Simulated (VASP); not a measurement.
Mo, 5 atoms in the cell. The cell holds a slab with vacuum, 5 atoms: a = 3.129 Å, b = 3.129 Å, c = 23.259 Å, α = 90.00°, β = 90.00°, γ = 90.00°. 

```yaml
Program: VASP 6.6.1
Task: single point
Functional: PBEsol
Potentials_or_basis: VASP PAW PBE potentials, release 64 (Mo_sv)
Cutoff: 520 eV
k_mesh: 9 × 9 × 1
Occupations: gaussian, width 0.1 eV
Spin: no spin polarisation
Dipole_correction: yes
Further_INCAR_settings: ALGO = Normal; EDIFF = 1e-07; NBANDS = 43
```

Potentials or basis: VASP PAW PBE potentials, release 64 (Mo_sv).

The run is started by

```console
$ cat potpaw_PBE.64/Mo_sv/POTCAR > POTCAR
$ mpirun -np 1 vasp_std > vasp.out
```

Hardware: 1 thread of AMD EPYC 7R43 64-Core Processor (Zen 3), on a shared host.

Q: Estimate the wall time of this run.

A: It took 6.1 min on 1 thread of AMD EPYC 7R43 64-Core Processor (Zen 3) (shared host), peak memory 0.31 GiB. Counts: scf iterations 36, k points 15.
